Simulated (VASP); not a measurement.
# Ni (Fm-3m) in VASP: notebook

Ni is run at these levels: PBE; tasks: single point.

All numbers are computed with VASP 6.6.1; they aren't measurements. Logs are shortened: lines on timing, memory, paths and dates and some standing lists are left out, and cuts for length are marked.

### Step 1. The cell of the first run

The structure is cubic, space group Fm-3m (No. 225). The conventional cell has a = 3.545 Å, b = 3.545 Å, c = 3.545 Å, α = 90.00°, β = 90.00°, γ = 90.00°. Ni (site symmetry m-3m) has 12 Ni at 2.51 Å within 3.3 Å.

### Step 2. Single point, PBE, collinear spin, ferromagnetic start

Contents of INCAR:

```
PREC = Accurate
ENCUT = 520
EDIFF = 1E-6
ISMEAR = -1
SIGMA = 0.05
LREAL = False
LASPH = True
NELM = 150
ALGO = Normal
ISIF = 2
LWAVE = False
LCHARG = False
ISPIN = 2
MAGMOM = 1.46
LORBIT = 11
NUPDOWN = 1.46
LMAXMIX = 4
GGA = PE
NBANDS = 15
```

Contents of KPOINTS:

```
Automatic mesh
0
Gamma
  15 15 15
```

Contents of POSCAR:

```
Ni
1.0
    0.0000000000      1.7724000000      1.7724000000
    1.7724000000      0.0000000000      1.7724000000
    1.7724000000      1.7724000000      0.0000000000
Ni
1
Direct
    0.0000000000      0.0000000000      0.0000000000
```

Potentials or basis: VASP PAW PBE potentials, release 64 (Ni).

Launch:

```console
cat potpaw_PBE.64/Ni/POTCAR > POTCAR
mpirun -np 1 vasp_std > vasp.out
```

OUTCAR:

```text
PREC = Accurate
   ENCUT = 520
   EDIFF = 1E-6
   ISMEAR = -1
   LREAL = False
   LASPH = True
   NELM = 150
   ISIF = 2
   ISPIN = 2
   LORBIT = 11
   NUPDOWN = 1.46
   GGA = PE

 ion  position               nearest neighbor table
   1  0.000  0.000  0.000-

  LATTYP: Found a face centered cubic cell.
 ALAT       =     3.5448000000

  Lattice vectors:

 A1 = (   0.0000000000,   1.7724000000,   1.7724000000)
 A2 = (   1.7724000000,   0.0000000000,   1.7724000000)
 A3 = (   1.7724000000,   1.7724000000,   0.0000000000)

Analysis of symmetry for initial positions (statically):
=====================================================================
 Subroutine PRICEL returns:
 Original cell was already a primitive cell.

 Routine SETGRP: Setting up the symmetry group for a
 face centered cubic supercell.

 Subroutine GETGRP returns: Found 48 space group operations
 (whereof 48 operations were pure point group operations)
 out of a pool of 48 trial point group operations.

The static configuration has the point symmetry O_h .

Analysis of symmetry for dynamics (positions and initial velocities):
=====================================================================
 Subroutine PRICEL returns:
 Original cell was already a primitive cell.

 Routine SETGRP: Setting up the symmetry group for a
 face centered cubic supercell.

 Subroutine GETGRP returns: Found 48 space group operations
 (whereof 48 operations were pure point group operations)
 out of a pool of 48 trial point group operations.

The dynamic configuration has the point symmetry O_h .

Analysis of structural, dynamic, and magnetic symmetry:
=====================================================================
 Subroutine PRICEL returns:
 Original cell was already a primitive cell.

 Routine SETGRP: Setting up the symmetry group for a
 face centered cubic supercell.

 Subroutine GETGRP returns: Found 48 space group operations
 (whereof 48 operations were pure point group operations)
 out of a pool of 48 trial point group operations.

The overall configuration has the point symmetry O_h .

 Subroutine INISYM returns: Found 48 space group operations
 (whereof 48 operations are pure point group operations),
 and found     1 'primitive' translations

----------------------------------------------------------------------------------------

                                     Primitive cell

  volume of cell :      11.1356

  direct lattice vectors                    reciprocal lattice vectors
     0.000000000  1.772400000  1.772400000    -0.282103363  0.282103363  0.282103363
     1.772400000  0.000000000  1.772400000     0.282103363 -0.282103363  0.282103363
     1.772400000  1.772400000  0.000000000     0.282103363  0.282103363 -0.282103363

  length of vectors
     2.506552118  2.506552118  2.506552118     0.488617357  0.488617357  0.488617357

  position of ions in fractional coordinates (direct lattice)
     0.000000000  0.000000000  0.000000000

  ion indices of the primitive-cell ions
   primitive index   ion index
                 1           1

----------------------------------------------------------------------------------------

 KPOINTS: Automatic mesh

Automatic generation of k-mesh.
 Grid dimensions read from file:
 generate k-points for:   15   15   15

 Generating k-lattice:

  Cartesian coordinates                     Fractional coordinates (reciprocal lattice)
    -0.018806891  0.018806891  0.018806891     0.066666667  0.000000000  0.000000000
     0.018806891 -0.018806891  0.018806891     0.000000000  0.066666667  0.000000000
     0.018806891  0.018806891 -0.018806891     0.000000000  0.000000000  0.066666667

  Length of vectors
     0.032574490  0.032574490  0.032574490

  Shift w.r.t. Gamma in fractional coordinates (k-lattice)
     0.000000000  0.000000000  0.000000000

 Subroutine IBZKPT returns following result:
 ===========================================

 Found    120 irreducible k-points:

 Following reciprocal coordinates:
            Coordinates               Weight
  0.000000  0.000000  0.000000      1.000000
  0.066667  0.000000  0.000000      8.000000
  0.133333  0.000000  0.000000      8.000000
  0.200000  0.000000  0.000000      8.000000
  0.266667  0.000000  0.000000      8.000000
  0.333333  0.000000  0.000000      8.000000
[... 16 lines left out ...]
  0.133333  0.133333  0.000000      6.000000
  0.200000  0.133333  0.000000     24.000000
 [... further k-points ...]
   k-points           NKPTS =    120   k-points in BZ     NKDIM =    120   number of bands    NBANDS=     15
   number of dos      NEDOS =    301   number of ions     NIONS =      1
   total plane-waves  NPLWV =   8000
   dimension x,y,z NGX =    20 NGY =   20 NGZ =   20
   dimension x,y,z NGXF=    40 NGYF=   40 NGZF=   40
   ions per type =               1
   NGX,Y,Z   is equivalent  to a cutoff of  13.26, 13.26, 13.26 a.u.
   NGXF,Y,Z  is equivalent  to a cutoff of  26.53, 26.53, 26.53 a.u.
 SYSTEM =  unknown system
   PREC   = accura    normal or accurate (medium, high low for compatibility)
   ISTART =      0    job   : 0-new  1-cont  2-samecut
   ICHARG =      2    charge: 1-file 2-atom 10-const
   ISPIN  =      2    spin polarized calculation?
   LNONCOLLINEAR =      F non collinear calculations
   LSORBIT =      F    spin-orbit coupling
   LASPH  =      T    aspherical Exc in radial PAW
   ENCUT  =  520.0 eV  38.22 Ry    6.18 a.u.   4.66  4.66  4.66*2*pi/ulx,y,z
   NELM   =    150;   NELMIN=  2; NELMDL= -5     # of ELM steps
   EDIFF  = 0.1E-05   stopping-criterion for ELM
   LREAL  =      F    real-space projection
   EDIFFG = 0.1E-04   stopping-criterion for IOM
   NSW    =      0    number of steps for IOM
   IBRION =     -1    ionic relax: 0-MD 1-quasi-New 2-CG
   NFREE  =      0    steps in history (QN), initial steepest desc. (CG)
   ISIF   =      2    stress and relaxation
   ISYM   =      2    0-nonsym 1-usesym 2-fastsym
   POTIM  = 0.5000    time-step for ionic-motion
   TEBEG  =    0.0;   TEEND  =   0.0 temperature during run
   PSTRESS=    0.0 pullay stress
   NELECT =      10.0000    total number of electrons
   NUPDOWN=       1.4600    fix difference up-down
   EMIN   =  10.00;   EMAX   =-10.00  energy-range for DOS
   EFERMI =   0.00;   METHOD = LEGACY
   ISMEAR =    -1;   SIGMA  =   0.05  broadening in eV -4-tet -1-fermi 0-gaus
   EFERMI_NEDOS =   21; number of points for ismear=-14 and -15
   IALGO  =     38    algorithm
   IMIX   =      4    mixing-type and parameters
     AMIX     =   0.40;   BMIX     =  1.00
     AMIX_MAG =   1.60;   BMIX_MAG =  1.00
  volume/ion in A,a.u.               =      11.14        75.15
  Fermi-wavevector in a.u.,A,eV,Ry     =   1.579440  2.984709 33.941505  2.494630
  Thomas-Fermi vector in A             =   2.679819
   LORBIT       =     11    0 simple, 1 ext, 2 COOP (PROOUT), +10 PAW based schemes
   GGA     = PE    functional components
   LHFCALC =     F    Hartree Fock is set to
   AEXX    =    0.0000 exact exchange contribution
   IVDW    =     0    specifies the selected vdW correction
   LEPSILON=     F    determine dielectric tensor
   LRPA    =     F    only Hartree local field effects (RPA)
 spin polarized calculation
  energy-cutoff  :      520.00
  volume of cell :       11.14
 maximum number of plane-waves:       311
   NGX =  9   NGY =  9   NGZ =  9

 number of electron      10.0000008 magnetization       1.4600002

 Free energy of the ion-electron system (eV)
  ---------------------------------------------------
  ext. energy  EPLUGINS =         0.00000000
  ---------------------------------------------------
  free energy    TOTEN  =        -4.92893097 eV

  energy without entropy =       -4.91690913  energy(sigma->0) =       -4.92292005

 E-fermi :   8.6323     XC(G=0): -13.1732

 val. band max:       11.5009736002   @ k =  -0.2667   0.3333   0.0667
 cond. band min:       8.6336708596   @ k =  -0.4000   0.4667   0.1333
 fundamental gap:     -2.8673027406
 Fermi energy:        11.5119906809

 spin component 1

 k-point     1 :       0.0000    0.0000    0.0000
  band No.  band energies     occupation
      1      -0.0296      1.00000
      2       5.9156      1.00000
      3       5.9156      1.00000
      4       5.9156      1.00000
      5       6.9990      1.00000
      6       6.9990      1.00000
      7      32.3658      0.00000
      8      36.0191      0.00000
      9      36.0191      0.00000
     10      36.0191      0.00000
     11      38.7617      0.00000
     12      38.7617      0.00000
     13      38.7617      0.00000
     14      41.9355      0.00000
     15      47.8826      0.00000

 k-point     2 :       0.0667    0.0000    0.0000
  band No.  band energies     occupation
      1       0.1410      1.00000
      2       5.8765      1.00000
      3       5.9514      1.00000
      4       5.9514      1.00000
      5       6.9846      1.00000
      6       6.9846      1.00000
      7      31.6787      0.00000
      8      34.1466      0.00000
      9      35.5796      0.00000
     10      35.5796      0.00000
     11      39.4040      0.00000
     12      39.4040      0.00000
     13      39.9879      0.00000
     14      43.3099      0.00000
     15      46.3157      0.00000
[... 365 lines left out ...]
      3       6.1535      1.00000
      4       6.1535      1.00000
      5       6.7493      1.00000
      6       7.1049      1.00000
      7      30.8228      0.00000
      8      31.7623      0.00000
      9      31.7623      0.00000
     10      33.1333      0.00000
     11      39.2685      0.00000
     12      42.2318      0.00000
     13      43.0304      0.00000
     14      43.0304      0.00000
     15      46.6451      0.00000

 k-point    24 :       0.2000    0.1333    0.0000
  band No.  band energies     occupation
      1       1.4401      1.00000
      2       5.4952      1.00000
      3       6.2494      1.00000
      4       6.2717      1.00000
      5       6.6950      1.00000
      6       7.1603      1.00000
      7      28.1322      0.00000
      8      30.6568      0.00000
      9      31.2167      0.00000
     10      33.4703      0.00000
     11      37.5431      0.00000
     12      42.2508      0.00000
     13      44.0225      0.00000
     14      44.5888      0.00000
     15      49.0779      0.00000

 [... further k-points ...]

 spin component 2

 k-point     1 :       0.0000    0.0000    0.0000
  band No.  band energies     occupation
      1       0.3829      1.00000
      2       7.3466      1.00000
      3       7.3466      1.00000
      4       7.3466      1.00000
      5       8.2942      0.99884
      6       8.2942      0.99884
      7      32.6668      0.00000
      8      36.4593      0.00000
      9      36.4593      0.00000
     10      36.4593      0.00000
     11      39.3593      0.00000
     12      39.3593      0.00000
     13      39.3593      0.00000
     14      42.3354      0.00000
     15      48.5204      0.00000

 k-point     2 :       0.0667    0.0000    0.0000
  band No.  band energies     occupation
      1       0.5538      1.00000
      2       7.3003      1.00000
      3       7.3845      1.00000
      4       7.3845      1.00000
      5       8.2784      0.99916
      6       8.2784      0.99916
      7      32.0645      0.00000
      8      34.5813      0.00000
      9      36.0595      0.00000
     10      36.0595      0.00000
     11      39.9548      0.00000
     12      39.9548      0.00000
     13      40.4703      0.00000
     14      43.7529      0.00000
     15      46.9317      0.00000
[... 365 lines left out ...]
      3       7.5976      1.00000
      4       7.5976      1.00000
      5       8.0174      1.00000
      6       8.4062      0.98925
      7      31.2796      0.00000
      8      32.3106      0.00000
      9      32.3106      0.00000
     10      33.5554      0.00000
     11      39.9233      0.00000
     12      42.7107      0.00000
     13      43.4516      0.00000
     14      43.4516      0.00000
     15      47.0721      0.00000

 k-point    24 :       0.2000    0.1333    0.0000
  band No.  band energies     occupation
      1       1.8627      1.00000
      2       6.8731      1.00000
      3       7.6615      1.00000
      4       7.7149      1.00000
      5       7.9851      1.00000
      6       8.4730      0.96028
      7      28.6938      0.00000
      8      31.2104      0.00000
      9      31.6805      0.00000
     10      33.9272      0.00000
     11      38.1999      0.00000
     12      42.7045      0.00000
     13      44.4189      0.00000
     14      45.0045      0.00000
     15      49.6946      0.00000

 [... further k-points ...]
[... 5 lines left out ...]
  --------------------------------------------------------------------------------------
  -------------------------------------------------------------------------------------
  Total        0.4259852      0.4259852      0.4259852     -0.0000000     -0.0000000      0.0000000
  in kB       61.2900322     61.2900322     61.2900322     -0.0000000     -0.0000000      0.0000000
  external PRESSURE =      61.2900322 kB  Pullay stress =       0.0000000 kB

 VOLUME and BASIS-vectors are now :
 -----------------------------------------------------------------------------
  energy-cutoff  :      520.00
  volume of cell :       11.14
      direct lattice vectors                 reciprocal lattice vectors
     0.000000000  1.772400000  1.772400000    -0.282103363  0.282103363  0.282103363
     1.772400000  0.000000000  1.772400000     0.282103363 -0.282103363  0.282103363
     1.772400000  1.772400000  0.000000000     0.282103363  0.282103363 -0.282103363

 POSITION                                       TOTAL-FORCE (eV/Angst)
 -----------------------------------------------------------------------------------
      0.00000      0.00000      0.00000        -0.000000      0.000000     -0.000000
 -----------------------------------------------------------------------------------
    total drift:                                0.000000      0.000000      0.000000

  FREE ENERGIE OF THE ION-ELECTRON SYSTEM (eV)
  ---------------------------------------------------
  free  energy   TOTEN  =        -4.9289309725 eV

  energy  without entropy=       -4.9169091260  energy(sigma->0) =       -4.92292005

 total charge

# of ion       s       p       d       tot
------------------------------------------
    1        0.517   0.556   8.160   9.233

 magnetization (x)

# of ion       s       p       d       tot
------------------------------------------
    1        0.036   0.094   1.273   1.403
```

It took 21 s on 1 thread of Intel Xeon 6975P-C (Granite Rapids), shared host; peak memory 0.15 GiB.

Results:

```yaml
Free_energy: -4.9289 eV
Pressure: 6.1 GPa
Net_moment: 1.46 μB per cell
Site_moments: Ni +1.40 μB
Valence_electrons_inside_the_program's_atomic_spheres: Ni 9.23
```

Caveat: the total moment is fixed, so each spin has its own Fermi level.

### Step 3. Single point, PBE, collinear spin, ferromagnetic start

Contents of INCAR:

```
ALGO     = Normal         # electronic algorithm
EDIFF    = 1E-6           # SCF threshold, eV
ENCUT    = 520            # plane-wave cutoff, eV
GGA      = PE             # functional
ISIF     = 2              # what is computed and relaxed
ISMEAR   = -1             # smearing method
ISPIN    = 2              # spin polarisation
LASPH    = True           # aspherical terms in the spheres
LCHARG   = False          # write CHGCAR
LMAXMIX  = 4              # l up to which the mixer works
LORBIT   = 11             # projections on sites
LREAL    = False          # projectors in reciprocal space
LWAVE    = False          # write WAVECAR
MAGMOM   = 1.94           # initial moments
NBANDS   = 15             # bands
NELM     = 150            # most SCF steps
NUPDOWN  = 1.94           # fixed moment
PREC     = Accurate       # precision mode
SIGMA    = 0.05           # smearing width, eV
```

Contents of KPOINTS:

```
k-points
0
Gamma
  15 15 15
```

POSCAR is that of step 2.

Potentials or basis: VASP PAW PBE potentials, release 64 (Ni).

Launch:

```console
cat potpaw_PBE.64/Ni/POTCAR > POTCAR
mpirun -np 1 vasp_std > vasp.out
```

Wall time 22 s (1 thread of Intel Xeon 6975P-C (Granite Rapids), shared host); peak memory 0.15 GiB.

Results (log left out):

```yaml
Free_energy: -3.9323 eV
Pressure: 18.6 GPa
Net_moment: 1.94 μB per cell
Site_moments: Ni +1.82 μB
Valence_electrons_inside_the_program's_atomic_spheres: Ni 9.20
```

Caveat: the total moment is fixed, so each spin has its own Fermi level.
